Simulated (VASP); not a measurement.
# C in VASP: notebook

C is run at these levels: PBE+D3(BJ); tasks: single point.

All numbers are computed with VASP 6.6.1; they aren't measurements. Logs are shortened: lines on timing, memory, paths and dates and some standing lists are left out, and cuts for length are marked.

## (1) The cell of the first run

The cell holds a slab with vacuum, 48 atoms: a = 5.030 Å, b = 7.114 Å, c = 26.049 Å, α = 90.00°, β = 90.00°, γ = 90.00°.

## (2) Single point, PBE+D3(BJ)

INCAR reads:

```
SYSTEM = C
PREC = Accurate
ENCUT = 520
EDIFF = 1E-6
ISMEAR = 0
SIGMA = 0.05
LREAL = Auto
LASPH = .TRUE.
NELM = 60
ALGO = Normal
ISIF = 2
LWAVE = .FALSE.
LCHARG = .FALSE.
LDIPOL = .TRUE.
IDIPOL = 3
DIPOL = 0.5 0.5 0.427
GGA = PE
IVDW = 12
NBANDS = 126
```

KPOINTS reads:

```
Automatic mesh
0
G
  3 2 1
  0 0 0
```

POSCAR reads:

```
C
1.0
    5.0301999808      0.0000000000      0.0000000000
    0.0000000000      7.1137770343      0.0000000000
    0.0000000000      0.0000000000     26.0494499760
C
48
Direct
    0.2500000000      0.5000000000      0.3071082118
    0.2500000000      0.0000000000      0.3071082118
    0.7500000000      0.5000000000      0.3071082118
    0.7500000000      0.0000000000      0.3071082118
    0.5000000000      0.6250000000      0.3071082118
    0.5000000000      0.1250000000      0.3071082118
    0.0000000000      0.6250000000      0.3071082118
    0.0000000000      0.1250000000      0.3071082118
    0.5000000000      0.7500000000      0.3553837031
    0.5000000000      0.2500000000      0.3553837031
    0.0000000000      0.7500000000      0.3553837031
    0.0000000000      0.2500000000      0.3553837031
    0.7500000000      0.8750000000      0.3553837031
    0.7500000000      0.3750000000      0.3553837031
    0.2500000000      0.8750000000      0.3553837031
    0.2500000000      0.3750000000      0.3553837031
    0.7500000000      0.0000000000      0.4036591944
    0.7500000000      0.5000000000      0.4036591944
    0.2500000000      0.0000000000      0.4036591944
    0.2500000000      0.5000000000      0.4036591944
    0.0000000000      0.1250000000      0.4036591944
    0.0000000000      0.6250000000      0.4036591944
    0.5000000000      0.1250000000      0.4036591944
    0.5000000000      0.6250000000      0.4036591944
   -0.0002241985      0.2509536525      0.4519792506
    0.0009102402      0.7499171312      0.4518548054
    0.4995698168      0.2503221347      0.4518116434
    0.4997950994      0.7505840140      0.4515693989
    0.2491565541      0.3750252113      0.4518428343
    0.2500035065      0.8743178416      0.4519510320
    0.7500690612      0.3746174392      0.4516219827
    0.7507582568      0.8745131743      0.4518829974
    0.2527795362      0.5021966690      0.5016441135
    0.2499439488      0.0050434350      0.5022413665
    0.7483296628      0.5023200562      0.5009001734
    0.7491881583      0.0005724646      0.4998679558
    0.5008679138      0.6223724507      0.5007510257
    0.5010299791      0.1236858040      0.4996903381
   -0.0027890319      0.6226120394      0.5017247739
   -0.0000331422      0.1208266083      0.5022586878
    0.4925467105      0.7588453884      0.5434134039
    0.5078141616      0.2503410181      0.5483600958
   -0.0042320223      0.7630980953      0.5441920093
    0.0052236909      0.2704090259      0.5439942161
    0.7406180263      0.8729610495      0.5491448842
    0.7568064238      0.3673292102      0.5442685303
    0.2451292039      0.8564377807      0.5439568429
    0.2544033490      0.3629660720      0.5443880366
```

Potentials or basis: VASP PAW PBE potentials, release 64 (C).

The run is started by

```console
> cat potpaw_PBE.64/C/POTCAR > POTCAR
> mpirun -np 1 vasp_std > vasp.out
```

OUTCAR:

```text
SYSTEM = C
   PREC = Accurate
   ENCUT = 520
   EDIFF = 1E-6
   ISMEAR = 0
   LREAL = Auto
   LASPH = .TRUE.
   NELM = 60
   ISIF = 2
   GGA = PE
   IVDW = 12
 IVDW          = 12

 ion  position               nearest neighbor table
   1  0.250  0.500  0.307-   5 1.54   7 1.54  16 1.54
   2  0.250  0.000  0.307-   6 1.54   8 1.54  15 1.54
   3  0.750  0.500  0.307-   5 1.54   7 1.54  14 1.54
   4  0.750  0.000  0.307-   6 1.54   8 1.54  13 1.54
   5  0.500  0.625  0.307-   1 1.54   3 1.54   9 1.54
   6  0.500  0.125  0.307-   2 1.54   4 1.54  10 1.54
   7  0.000  0.625  0.307-   1 1.54   3 1.54  11 1.54
   8  0.000  0.125  0.307-   2 1.54   4 1.54  12 1.54
   9  0.500  0.750  0.355-  13 1.54  15 1.54  24 1.54   5 1.54
  10  0.500  0.250  0.355-  14 1.54  16 1.54  23 1.54   6 1.54
  11  0.000  0.750  0.355-  13 1.54  15 1.54  22 1.54   7 1.54
  12  0.000  0.250  0.355-  14 1.54  16 1.54  21 1.54   8 1.54
  13  0.750  0.875  0.355-   9 1.54  11 1.54  17 1.54   4 1.54
  14  0.750  0.375  0.355-  10 1.54  12 1.54  18 1.54   3 1.54
[... 24 lines left out ...]
  39  0.997  0.623  0.502-  43 1.49  35 1.52  33 1.54  26 1.58
  40  1.000  0.121  0.502-  34 1.50  44 1.52  36 1.53  25 1.60
  41  0.493  0.759  0.543-  47 1.43  37 1.48  45 1.50
  42  0.508  0.250  0.548-  46 1.51  48 1.51  38 1.56
  43  0.996  0.763  0.544-  47 1.42  39 1.49  45 1.51
  44  0.005  0.270  0.544-  48 1.42  46 1.43  40 1.52
  45  0.741  0.873  0.549-  41 1.50  43 1.51  36 1.57
  46  0.757  0.367  0.544-  44 1.43  35 1.48  42 1.51
  47  0.245  0.856  0.544-  43 1.42  41 1.43  34 1.52
  48  0.254  0.363  0.544-  44 1.42  33 1.49  42 1.51

  LATTYP: Found a simple orthorhombic cell.
 ALAT       =     5.0301999808
 B/A-ratio  =     1.4142135624
 C/A-ratio  =     5.1786112034

  Lattice vectors:

 A1 = (   5.0301999808,   0.0000000000,   0.0000000000)
 A2 = (   0.0000000000,   7.1137770343,   0.0000000000)
 A3 = (   0.0000000000,   0.0000000000,  26.0494499760)

Analysis of symmetry for initial positions (statically):
=====================================================================
 Subroutine PRICEL returns:
 Original cell was already a primitive cell.

 Routine SETGRP: Setting up the symmetry group for a
 simple orthorhombic supercell.

 Subroutine GETGRP returns: Found  1 space group operations
 (whereof  1 operations were pure point group operations)
 out of a pool of  8 trial point group operations.

The static configuration has the point symmetry C_1 .

Analysis of symmetry for dynamics (positions and initial velocities):
=====================================================================
 Subroutine PRICEL returns:
 Original cell was already a primitive cell.

 Routine SETGRP: Setting up the symmetry group for a
 simple orthorhombic supercell.

 Subroutine GETGRP returns: Found  1 space group operations
 (whereof  1 operations were pure point group operations)
 out of a pool of  8 trial point group operations.

The dynamic configuration has the point symmetry C_1 .

 Subroutine INISYM returns: Found  1 space group operations
 (whereof  1 operations are pure point group operations),
 and found     1 'primitive' translations

----------------------------------------------------------------------------------------

                                     Primitive cell

  volume of cell :     932.1463

  direct lattice vectors                    reciprocal lattice vectors
     5.030199981  0.000000000  0.000000000     0.198799253  0.000000000  0.000000000
     0.000000000  7.113777034  0.000000000     0.000000000  0.140572300  0.000000000
     0.000000000  0.000000000 26.049449976     0.000000000  0.000000000  0.038388526

  length of vectors
     5.030199981  7.113777034 26.049449976     0.198799253  0.140572300  0.038388526

  position of ions in fractional coordinates (direct lattice)
     0.250000000  0.500000000  0.307108212
     0.250000000  0.000000000  0.307108212
     0.750000000  0.500000000  0.307108212
     0.750000000  0.000000000  0.307108212
     0.500000000  0.625000000  0.307108212
     0.500000000  0.125000000  0.307108212
[... 40 lines left out ...]
     0.245129204  0.856437781  0.543956843
     0.254403349  0.362966072  0.544388037

  ion indices of the primitive-cell ions
   primitive index   ion index
                 1           1
                 2           2
                 3           3
                 4           4
                 5           5
                 6           6
[... 40 lines left out ...]
                47          47
                48          48

----------------------------------------------------------------------------------------

 KPOINTS: Automatic mesh

Automatic generation of k-mesh.
 Grid dimensions read from file:
 generate k-points for:    3    2    1

 Generating k-lattice:

  Cartesian coordinates                     Fractional coordinates (reciprocal lattice)
[... 54 lines left out ...]
     AMIX     =   0.40;   BMIX     =  1.00
     AMIX_MAG =   1.60;   BMIX_MAG =  1.00
  volume/ion in A,a.u.               =      19.42       131.05
  Fermi-wavevector in a.u.,A,eV,Ry     =   0.966824  1.827032 12.718016  0.934748
  Thomas-Fermi vector in A             =   2.096658
   LORBIT       =      0    0 simple, 1 ext, 2 COOP (PROOUT), +10 PAW based schemes
   GGA     = PE    functional components
   LHFCALC =     F    Hartree Fock is set to
   AEXX    =    0.0000 exact exchange contribution
   IVDW    =    12    specifies the selected vdW correction
   LEPSILON=     F    determine dielectric tensor
   LRPA    =     F    only Hartree local field effects (RPA)
 non-spin polarized calculation
 Gauss-broadening in eV      SIGMA  =   0.05
  energy-cutoff  :      520.00
  volume of cell :      932.15
 maximum number of plane-waves:     25130
 NGX is ok and might be reduce to    40
   NGX = 19   NGY = 27   NGZ = 97

 dipolmoment           0.000000      0.000000      0.307924 electrons x Angstroem

 number of electron     192.0000011 magnetization

 dipolmoment           0.000000      0.000000     -0.076428 electrons x Angstroem

 Free energy of the ion-electron system (eV)
  ---------------------------------------------------
  ext. energy  EPLUGINS =         0.00000000
  ---------------------------------------------------
  free energy    TOTEN  =      -408.47295398 eV

  energy without entropy =     -408.45314238  energy(sigma->0) =     -408.46304818

 E-fermi :  -1.1589     XC(G=0):  -4.6188

 val. band max:       -1.2014779268   @ k =   0.0000   0.0000   0.0000
 cond. band min:      -1.1417863661   @ k =   0.3333   0.0000   0.0000
 fundamental gap:      0.0596915607
 Fermi energy:        -1.1588766119

 k-point     1 :       0.0000    0.0000    0.0000
  band No.  band energies     occupation
      1     -22.9037      2.00000
      2     -21.4566      2.00000
      3     -20.6838      2.00000
      4     -20.5727      2.00000
      5     -19.3260      2.00000
      6     -19.3172      2.00000
[... 100 lines left out ...]
    107       3.8580      0.00000
    108       3.8914      0.00000

 k-point     2 :       0.3333    0.0000    0.0000
  band No.  band energies     occupation
      1     -22.3919      2.00000
      2     -20.9589      2.00000
      3     -20.8715      2.00000
      4     -20.1914      2.00000
      5     -20.0807      2.00000
      6     -19.4660      2.00000
[... 100 lines left out ...]
    107       3.8302      0.00000
    108       4.3592      0.00000

 k-point     3 :       0.0000    0.5000    0.0000
  band No.  band energies     occupation
      1     -22.3453      2.00000
      2     -22.3124      2.00000
      3     -20.9314      2.00000
      4     -20.8619      2.00000
      5     -18.8281      2.00000
      6     -18.7775      2.00000
[... 100 lines left out ...]
    107       4.5887      0.00000
    108       4.6686      0.00000

 k-point     4 :       0.3333    0.5000    0.0000
  band No.  band energies     occupation
      1     -21.8378      2.00000
      2     -21.8044      2.00000
      3     -20.4414      2.00000
      4     -20.3866      2.00000
      5     -20.3215      2.00000
      6     -20.2877      2.00000
[... 100 lines left out ...]
    107       4.6778      0.00000
    108       4.7165      0.00000
 [bands above 108 left out]

------------------------ aborting loop because EDIFF is reached ----------------------------------------

 vacuum level on the upper side and lower side of the slab       (xc-potential included)        -0.315         0.063

 Edisp (eV)   -7.51272

 E8    (eV) :    -2.2566

  FORCE on cell =-STRESS in cart. coord.  units (eV):
  Direction    XX          YY          ZZ          XY          YZ          ZX
  --------------------------------------------------------------------------------------
  -------------------------------------------------------------------------------------
  Total     -16.79127     9.60952   -17.93628     0.14282    -0.13772     0.09313
  in kB     -28.86092    16.51689   -30.82897     0.24547    -0.23671     0.16008
  external pressure =      -14.39 kB  Pullay stress =        0.00 kB

 VOLUME and BASIS-vectors are now :
 -----------------------------------------------------------------------------
  energy-cutoff  :      520.00
  volume of cell :      932.15
      direct lattice vectors                 reciprocal lattice vectors
     5.030199981  0.000000000  0.000000000     0.198799253  0.000000000  0.000000000
     0.000000000  7.113777034  0.000000000     0.000000000  0.140572300  0.000000000
     0.000000000  0.000000000 26.049449976     0.000000000  0.000000000  0.038388526

 POSITION                                       TOTAL-FORCE (eV/Angst)
 -----------------------------------------------------------------------------------
      1.25755      3.55689      8.00000         0.025867      4.557669      1.042293
      1.25755      0.00000      8.00000         0.067591      4.579574      0.987494
      3.77265      3.55689      8.00000         0.014058      4.518334      0.995138
      3.77265      0.00000      8.00000         0.061347      4.583489      0.987551
      2.51510      4.44611      8.00000        -0.015404     -4.518363      1.007455
      2.51510      0.88922      8.00000        -0.061102     -4.585541      0.997147
[... 40 lines left out ...]
      1.23305      6.09251     14.16978         0.144900      0.330543     -0.498810
      1.27970      2.58206     14.18101         1.285311     -1.376683     -0.241570
 -----------------------------------------------------------------------------------
    total drift:                                0.031578     -0.005317      0.115567

  FREE ENERGIE OF THE ION-ELECTRON SYSTEM (eV)
  ---------------------------------------------------
  free  energy   TOTEN  =      -415.9856709116 eV

  energy  without entropy=     -415.9658593109  energy(sigma->0) =     -415.97576511

 vacuum level on the upper side and lower side of the slab         4.327         4.711
```

Wall time 17 min (1 thread of AMD EPYC 9R45 (Zen 5), shared host); peak memory 0.9 GiB.

What came out:

```yaml
Free_energy: -415.9857 eV
Largest_force: 4.693 eV/Å
Band_gap_on_the_k_mesh: zero (bands 96 and 97 overlap by 0.06 eV)
Dispersion_energy_per_atom: -0.157 eV
```

Forces in eV/Å, atoms in the order of the input:
```
C    0.026  4.558  1.042
C    0.068  4.580  0.987
C    0.014  4.518  0.995
C    0.061  4.583  0.988
C   -0.015 -4.518  1.007
C   -0.061 -4.586  0.997
C   -0.029 -4.557  1.051
C   -0.068 -4.574  0.990
C   -0.018  1.055 -1.114
C    0.023  0.963 -1.057
C    0.016  1.028 -1.125
C   -0.031  1.008 -1.073
C   -0.023 -0.973 -1.054
C    0.016 -1.061 -1.112
C    0.029 -1.015 -1.095
C   -0.019 -1.034 -1.141
C    0.057  0.433  0.029
C    0.036  0.484  0.056
C   -0.031  0.497  0.256
C   -0.057  0.509  0.152
C    0.012 -0.473  0.267
C    0.061 -0.507  0.158
C   -0.040 -0.436  0.007
C   -0.045 -0.465  0.035
C    0.081 -0.040  0.026
C   -0.107  0.178  0.075
C   -0.087  0.301 -0.032
C    0.058  0.186  0.134
C    0.114 -0.213  0.067
C   -0.081  0.012  0.010
C   -0.056 -0.221  0.165
C    0.043 -0.288 -0.023
C   -0.311  0.738  0.201
C    0.091 -0.030  0.095
C    0.204  0.737  0.516
C   -0.096  0.797  1.839
C   -0.132 -0.667  0.463
C    0.097 -0.714  1.893
C    0.278 -0.652  0.165
C   -0.132 -0.040  0.215
C    1.312  1.776  0.117
C   -0.253  2.841 -2.136
C   -1.265  1.195 -0.214
C   -0.405 -0.492 -0.548
C    0.514 -2.376 -2.386
C   -1.279 -1.997 -0.146
C    0.145  0.331 -0.499
C    1.285 -1.377 -0.242
```

Caveat: the k points lie up to 0.44 Å⁻¹ apart.

## (3) Single point, PBE+D3(BJ)

This run uses another cell than the first one.

INCAR reads:

```
  PREC = Accurate
  ENCUT = 520
  EDIFF = 1E-6
  ISMEAR = 0
  SIGMA = 0.05
  LREAL = Auto
  LASPH = True
  NELM = 100
  ALGO = Normal
  ISIF = 2
  LWAVE = False
  LCHARG = False
  LDIPOL = True
  IDIPOL = 3
  DIPOL = 0.5 0.5 0.424
  GGA = PE
  IVDW = 12
  NBANDS = 126
```

KPOINTS reads:

```
Automatic mesh
0
Gamma
  3 2 1
```

POSCAR reads:

```
C
1.0
    5.0301999808      0.0000000000      0.0000000000
    0.0000000000      7.1137770343      0.0000000000
    0.0000000000      0.0000000000     26.2590499760
C
48
Direct
    0.2500000000      0.5000000000      0.3046568709
    0.2500000000      0.0000000000      0.3046568709
    0.7500000000      0.5000000000      0.3046568709
    0.7500000000      0.0000000000      0.3046568709
    0.5000000000      0.6250000000      0.3046568709
    0.5000000000      0.1250000000      0.3046568709
    0.0000000000      0.6250000000      0.3046568709
    0.0000000000      0.1250000000      0.3046568709
    0.5000000000      0.7500000000      0.3525470268
    0.5000000000      0.2500000000      0.3525470268
    0.0000000000      0.7500000000      0.3525470268
    0.0000000000      0.2500000000      0.3525470268
    0.7500000000      0.8750000000      0.3525470268
    0.7500000000      0.3750000000      0.3525470268
    0.2500000000      0.8750000000      0.3525470268
    0.2500000000      0.3750000000      0.3525470268
    0.7500000000      0.0000000000      0.4004371826
    0.7500000000      0.5000000000      0.4004371826
    0.2500000000      0.0000000000      0.4004371826
    0.2500000000      0.5000000000      0.4004371826
    0.0000000000      0.1250000000      0.4004371826
    0.0000000000      0.6250000000      0.4004371826
    0.5000000000      0.1250000000      0.4004371826
    0.5000000000      0.6250000000      0.4004371826
    0.0000487394      0.2505439833      0.4480479062
    0.0000545059      0.7506349568      0.4480385869
    0.4999583717      0.2503002084      0.4482306272
    0.5000127453      0.7504918083      0.4480916708
    0.2500358409      0.3743621545      0.4481227314
    0.2500328747      0.8745506687      0.4481661890
    0.7500298874      0.3742771756      0.4480212295
    0.7499418628      0.8743143274      0.4479817437
    0.2500589138      0.5048641955      0.4974276864
    0.2500494853      0.0045312087      0.4975448604
    0.7502170661      0.5045638534      0.4972907609
    0.7496819167      0.0047558661      0.4974658241
    0.5005087855      0.6205844175      0.4973859192
    0.4997789717      0.1210119456      0.4974053580
   -0.0000691093      0.6208087194      0.4973286103
    0.0000354634      0.1202479113      0.4975710787
    0.5001202532      0.7635285938      0.5384946130
    0.4999668739      0.2635677898      0.5393399998
    0.0008368490      0.7639129540      0.5383135220
    0.0000713185      0.2652887585      0.5379185294
    0.7496320933      0.8599961143      0.5375198356
    0.7497280220      0.3606368739      0.5377402983
    0.2498829629      0.8600482255      0.5383477468
    0.2501721936      0.3602485154      0.5378687998
```

Potentials or basis: VASP PAW PBE potentials, release 64 (C).

The run is started by

```console
> cat potpaw_PBE.64/C/POTCAR > POTCAR
> mpirun -np 1 vasp_std > vasp.out
```

It took 18 min on 1 thread of AMD EPYC 9R45 (Zen 5), shared host; peak memory 0.89 GiB.

Results (log left out):

| Quantity | Value |
| --- | --- |
| Free energy | -416.9827 eV |
| Largest force | 4.683 eV/Å |
| Band gap on the k mesh | zero (bands 96 and 97 overlap by 0.10 eV) |
| Dispersion energy per atom | -0.156 eV |

Forces on the atoms (eV/Å):
```
C   -0.001  4.565  0.986
C    0.004  4.567  0.996
C   -0.005  4.571  1.002
C    0.002  4.569  0.995
C   -0.001 -4.565  0.985
C    0.000 -4.568  0.996
C    0.002 -4.574  1.008
C    0.001 -4.570  0.996
C    0.005  1.026 -1.117
C   -0.003  1.021 -1.113
C   -0.005  1.013 -1.153
C    0.007  1.025 -1.138
C   -0.006 -1.019 -1.129
C    0.005 -1.011 -1.136
C    0.008 -1.018 -1.107
C   -0.009 -1.021 -1.104
C   -0.008  0.485  0.085
C   -0.008  0.466  0.090
C    0.008  0.475  0.120
C    0.009  0.458  0.104
C    0.011 -0.487  0.111
C    0.015 -0.479  0.101
C   -0.010 -0.471  0.124
C   -0.012 -0.475  0.092
C    0.005 -0.017  0.032
C   -0.002  0.009  0.045
C   -0.006  0.049 -0.020
C    0.000  0.034  0.035
C    0.003  0.027 -0.021
C   -0.002  0.002 -0.022
C   -0.001  0.011  0.031
C    0.003  0.040  0.035
C    0.060 -0.051 -0.021
C    0.017 -0.038  0.056
C   -0.055  0.036  0.025
C    0.002  0.027 -0.049
C   -0.089 -0.061  0.040
C    0.016 -0.032  0.255
C    0.069 -0.105  0.064
C   -0.020  0.002 -0.045
C    0.001  0.173 -0.123
C    0.011  0.131 -0.496
C   -0.219  0.129 -0.072
C   -0.047 -0.091  0.073
C    0.089 -0.145  0.235
C   -0.040 -0.108  0.148
C    0.111 -0.020 -0.098
C    0.082  0.015  0.096
```

Levels at points of the mesh, in eV from the Fermi level:
```
           k point  band 93  band 94  band 95  band 96  band 97  band 98  band 99  band 100
(0.00, 0.00, 0.00)    -0.37    -0.19    -0.18    -0.10    -0.09     0.05     0.09      0.43
(0.00, 0.50, 0.00)    -0.34    -0.34    -0.33    -0.32     0.10     0.10     0.12      0.12
```

Caveat: the k points lie up to 0.44 Å⁻¹ apart.

The gap in the log of VASP goes by the Fermi energy; the results here count the filled bands.